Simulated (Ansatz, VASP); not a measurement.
Two plane-wave programs on Zr3S2

```
Zr S
1.0
    -1.77061    1.77061    8.66437
     1.77061   -1.77061    8.66437
     1.77061    1.77061   -8.66437
Zr S
3 2
Direct
  0.64332 0.64332 0.00000
  0.35668 0.35668 0.00000
  0.00000 0.00000 0.00000
  0.75000 0.25000 0.50000
  0.50000 0.50000 0.00000
```

Alike in both runs: task single point; functional PBE; k mesh 6 × 6 × 6; occupations gaussian, width 0.1 eV; collinear spin.

|  | VASP | Ansatz |
| --- | --- | --- |
| version | VASP 6.6.1 | Ansatz 0.2.0 |
| potentials or method | VASP PAW PBE potentials, release 64 (Zr_sv, S), cutoff 520 eV | scalar-relativistic, plane waves, PAW |
| valence electrons in the cell | 48 | 48 |

|  | VASP | Ansatz | Ansatz less VASP |
| --- | --- | --- | --- |
| gap on the k mesh at the Fermi level (eV) | none | none | - |
| pressure (GPa) | 0.1 | 0.1 | -0.01 |
| traceless stress, the component that is largest in VASP (GPa) | 0.07 | 0.05 | -0.029 |
| rms of the force components (eV/Å) | 0.013 | 0.013 | +0.0001 |
| net moment per atom (μB) | 0.00 | 0.00 | 0.000 |

Atom by atom the forces differ by 0.000 eV/Å (rms over components). A gap of «none» marks a metal or a gap that the smearing closes. Ansatz's warnings: seeded moment not kept.

The k mesh is coarse, so the values compare programs but aren't converged.
